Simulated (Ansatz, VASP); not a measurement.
**GeMo: VASP beside Ansatz**

```
Ge Mo
1.0
     3.21521    0.00000    0.00000
    -1.60761    2.78445    0.00000
     0.00000    0.00000    4.37291
Ge Mo
1 1
Direct
  0.00000 0.00000 0.00000
  0.00000 0.00000 0.50000
```

Alike in both runs: task single point; functional PBE; k mesh 6 × 6 × 4; occupations gaussian, width 0.1 eV; no spin polarisation.

|  | VASP | Ansatz |
| --- | --- | --- |
| version | VASP 6.6.1 | Ansatz 0.2.0 |
| potentials or method | VASP PAW PBE potentials, release 64 (Ge_d, Mo_sv), cutoff 520 eV | scalar-relativistic, plane waves, PAW |
| valence electrons in the cell | 28 | 28 |

```csv
,VASP,Ansatz,Ansatz less VASP
gap on the k mesh at the Fermi level (eV),none,none,-
pressure (GPa),20.4,20.2,-0.21
"traceless stress, the component that is largest in VASP (GPa)",77.01,76.68,-0.331
```

A gap of «none» marks a metal or a gap that the smearing closes.

The k mesh is coarse, so the values compare programs but aren't converged.
